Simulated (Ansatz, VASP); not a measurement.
**SnTe3 in VASP and in Ansatz**

Contents of INCAR:

```
SYSTEM = SnTe3
ALGO = Normal ; EDIFF = 1E-6
ENCUT = 520 ; GGA = PE
ISIF = 2 ; ISMEAR = -1
LASPH = .TRUE. ; LCHARG = .FALSE.
LREAL = .FALSE. ; LWAVE = .FALSE.
NBANDS = 24 ; NELM = 100
PREC = Accurate ; SIGMA = 0.3
```

The input KPOINTS:

```
k-points
0
G
  10 10 10
  0 0 0
```

POSCAR

```
SnTe3
1.0
    0.0000000000      3.8612190000      3.8612190000
    3.8612190000      0.0000000000      3.8612190000
    3.8612190000      3.8612190000      0.0000000000
Sn Te
1 3
Direct
    0.0000000000      0.0000000000      0.0000000000
    0.2500000000      0.2500000000      0.2500000000
    0.7500000000      0.7500000000      0.7500000000
    0.5000000000      0.5000000000      0.5000000000
```

Input for Ansatz:

```yaml
crystal:
  lattice:
    - [0.0, 3.861219, 3.861219]
    - [3.861219, 0.0, 3.861219]
    - [3.861219, 3.861219, 0.0]
  atoms:
    - { symbol: Sn, position: [0.0, 0.0, 0.0] }
    - { symbol: Te, position: [0.25, 0.25, 0.25] }
    - { symbol: Te, position: [0.75, 0.75, 0.75] }
    - { symbol: Te, position: [0.5, 0.5, 0.5] }
basis:
  ecutwfc: 420
kpoints:
  mp_grid: { grid: [10, 10, 10] }
hamiltonian:
  xc: pbe
scf:
  occupations: { method: fermi_dirac, width: 0.3 }
output:
  forces: true
  stress: true
  eigenvalues: true
```

Alike in both runs: task single point; functional PBE; k mesh 10 × 10 × 10; occupations fermi-dirac, width 0.3 eV; no spin polarisation.

|  | VASP | Ansatz |
| --- | --- | --- |
| version | VASP 6.6.1 | Ansatz 0.2.0 |
| potentials or method | VASP PAW PBE potentials, release 64 (Sn_d, Te), cutoff 520 eV | scalar-relativistic, plane waves, PAW |
| valence electrons in the cell | 32 | 62 |

```csv
,VASP,Ansatz,Ansatz less VASP
gap on the k mesh at the Fermi level (eV),none,none,-
pressure (GPa),0.7,0.7,+0.06
```

A gap of «none» marks a metal or a gap that the smearing closes. VASP's potentials hold 32 valence electrons a cell and Ansatz's 62, so a difference there can come from the potentials and not from the codes.

Neither program's run includes spin-orbit coupling.
